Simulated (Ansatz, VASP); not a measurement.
One calculation of K4H, two programs

The input INCAR:

```
ALGO     = Normal         # electronic algorithm
EDIFF    = 1E-6           # SCF threshold, eV
EDIFFG   = -0.01          # ionic threshold
ENCUT    = 600            # plane-wave cutoff, eV
GGA      = PE             # functional
IBRION   = 2              # ionic algorithm
ISIF     = 3              # what is computed and relaxed
ISMEAR   = 0              # smearing method
LASPH    = True           # aspherical terms in the spheres
LCHARG   = False          # write CHGCAR
LREAL    = False          # projectors in reciprocal space
LWAVE    = False          # write WAVECAR
NELM     = 80             # most SCF steps
NSW      = 100            # ionic steps
PREC     = Accurate       # precision mode
SIGMA    = 0.1            # smearing width, eV
```

The input KPOINTS:

```
k-points
0
Gamma
  8 8 6
```

The input POSCAR:

```
K4H
1.0
    5.0802417300      0.0000000000      0.0000000000
    0.0000000000      5.0802417300      0.0000000000
    0.0000000000      0.0000000000      7.1845467500
K H
4 1
Direct
    0.5000000000      0.0000000000      0.2500000000
    0.0000000000      0.5000000000      0.7500000000
    0.5000000000      0.0000000000      0.7500000000
    0.0000000000      0.5000000000      0.2500000000
    0.0000000000      0.0000000000      0.0000000000
```

Input for Ansatz:

```yaml
crystal:
  lattice:
    - [5.08024173, 0.0, 0.0]
    - [0.0, 5.08024173, 0.0]
    - [0.0, 0.0, 7.18454675]
  atoms:
    - { symbol: K, position: [0.5, 0.0, 0.25] }
    - { symbol: K, position: [0.0, 0.5, 0.75] }
    - { symbol: K, position: [0.5, 0.0, 0.75] }
    - { symbol: K, position: [0.0, 0.5, 0.25] }
    - { symbol: H, position: [0.0, 0.0, 0.0] }
basis:
  ecutwfc: 420
kpoints:
  mp_grid: { grid: [8, 8, 6] }
hamiltonian:
  xc: pbe
scf:
  occupations: { method: gaussian, width: 0.1 }
output:
  forces: true
  stress: true
  eigenvalues: true
  write_density: true
  write_potential: true
  elf: true
  volumetric_format: npy
relax:
  adjacent_minimum: "off"
  f_tol: 0.01
  max_steps: 80
  cell: { stress_tol: 0.05 }
```

Change from the starting cell: ordered vacancies on the anion sites of antifluorite (P4/mmm, No. 123).

Alike in both runs: task relaxation of cell and atoms; functional PBE; k mesh 8 × 8 × 6; occupations gaussian, width 0.1 eV; no spin polarisation.

```csv
,VASP,Ansatz
version,VASP 6.6.1,Ansatz 0.2.0
potentials or method,"VASP PAW PBE potentials, release 64 (K_sv, H), cutoff 600 eV","scalar-relativistic, plane waves, PAW"
valence electrons in the cell,37,37
```

Ansatz gave:

| Property | Result |
| --- | --- |
| gap on the k mesh at the Fermi level, each at its own relaxed structure (eV) | none |
| relaxed volume (Å³/atom) | 50.08 |
| relaxed length of the cell vector where the two differ most in proportion (Å) | 7.992 |

**Question.** Which values does VASP return?

**Answer.** gap on the k mesh at the Fermi level, each at its own relaxed structure (eV): none; relaxed volume (Å³/atom): 49.82; relaxed length of the cell vector where the two differ most in proportion (Å): 7.975.

A gap of «none» marks a metal or a gap that the smearing closes.

Noted on VASP's run: the volume moved by over 15 % at a fixed basis, so the end points are rough.
